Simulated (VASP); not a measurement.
Pt:

```
Pt
1.0
     0.00000    1.97500    1.97500
     1.97500    0.00000    1.97500
     1.97500    1.97500    0.00000
Pt
1
Direct
  0.00000 0.00000 0.00000
```

```yaml
Program: VASP 6.6.1
Task: relaxation of cell and atoms
Functional: LDA
Potentials_or_basis: VASP PAW LDA potentials, release 64 (Pt)
Cutoff: 500 eV
k_mesh: 12 × 12 × 12
Occupations: gaussian, width 0.1 eV
Spin: no spin polarisation
```

At the start: pressure -11.0 GPa; volume 15.41 Å³/atom.

Q: Where does the relaxation end?

A: Over 7 steps the energy falls by 21.6 meV/atom and the volume is 14.80 Å³/atom (-3.9 %); space group Fm-3m (No. 225, to 0.05 Å).

The path:
| step | energy change (eV) | largest force (eV/Å) | pressure (GPa) | volume (Å³) |
| --- | --- | --- | --- | --- |
| 1 | 0.0000 | 0.0000 | -10.98 | 15.41 |
| 2 | 0.1981 | 0.0000 | 48.72 | 13.17 |
| 3 | -0.0215 | 0.0000 | -0.54 | 14.83 |
| 4 | -0.0216 | 0.0000 | -0.10 | 14.81 |
| 5 | -0.0216 | 0.0000 | 0.14 | 14.80 |
| 6 | -0.0215 | 0.0000 | -0.34 | 14.82 |
| 7 | -0.0216 | 0.0000 | 0.00 | 14.80 |

Final structure:
```cif
data_structure
_symmetry_space_group_name_H-M 'P 1'
_symmetry_Int_Tables_number 1
_cell_length_a 2.7561
_cell_length_b 2.7561
_cell_length_c 2.7561
_cell_angle_alpha 60.000
_cell_angle_beta 60.000
_cell_angle_gamma 60.000
_cell_volume 14.80
loop_
_atom_site_label
_atom_site_type_symbol
_atom_site_fract_x
_atom_site_fract_y
_atom_site_fract_z
_atom_site_occupancy
Pt1 Pt 0.00000 0.00000 0.00000 1
```
